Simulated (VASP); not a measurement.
**SbRu2: relaxation of cell and atoms with PBE**

The system is SbRu2.

```
Sb Ru
1.0
     0.00000    3.03244    3.03244
     3.03244    0.00000    3.03244
     3.03244    3.03244    0.00000
Sb Ru
1 2
Direct
  0.00000 0.00000 0.00000
  0.25000 0.25000 0.25000
  0.75000 0.75000 0.75000
```

```
Program                : VASP 6.6.1
Task                   : relaxation of cell and atoms
Functional             : PBE
Potentials or basis    : VASP PAW PBE potentials, release 64 (Sb, Ru_pv)
Cutoff                 : 600 eV
k mesh                 : 14 × 14 × 14
Occupations            : gaussian, width 0.1 eV
Spin                   : no spin polarisation
Dipole correction      : no
Further INCAR settings : ALGO = Fast; EDIFF = 1e-06; IBRION = 2; EDIFFG = -0.01; NSW = 100; ISIF = 3
```

```
Relaxed volume                        : 18.53 Å³/atom
Relaxed cell                          : a = 4.284 Å, b = 4.284 Å, c = 4.284 Å, α = 60.00°, β = 60.00°, γ = 60.00°
Space group after relaxing (to 0.1 Å) : Fm-3m (No. 225)
Energy gained by relaxing             : 0.1 meV/atom
Ionic steps                           : 3
Pressure after relaxing               : 0.0 GPa
Band gap on the k mesh                : zero (an odd number of electrons rules out a gap without spin polarisation)
```

Step by step:
| step | energy change (eV) | largest force (eV/Å) | pressure (GPa) | volume (Å³) |
| --- | --- | --- | --- | --- |
| 1 | 0.0000 | 0.0000 | -0.52 | 55.77 |
| 2 | 0.0007 | 0.0000 | 0.99 | 55.28 |
| 3 | -0.0003 | 0.0000 | -0.02 | 55.60 |

Final structure:
```
Sb Ru
1.0
     0.00000    3.02940    3.02940
     3.02940    0.00000    3.02940
     3.02940    3.02940    0.00000
Sb Ru
1 2
Direct
  0.00000 0.00000 0.00000
  0.25000 0.25000 0.25000
  0.75000 0.75000 0.75000
```

Levels at points of the mesh, in eV from the Fermi level:
```csv
k point,band 15,band 16,band 17,band 18,band 19,band 20
"(0.00, 0.00, 0.00)",0.22,1.41,1.41,2.99,5.46,5.46
"(0.50, 0.00, 0.00)",-1.14,-1.04,-1.04,-0.45,4.55,4.55
"(0.50, 0.50, 0.00)",-0.80,0.13,0.13,0.26,1.32,1.93
```

Wall time 2.4 min on 1 thread of Intel(R) Xeon(R) 6975P-C (Granite Rapids), with other jobs on the host, peak memory 0.31 GiB.

Caveat: spin-orbit coupling is left out, which moves the levels of the heavy elements.
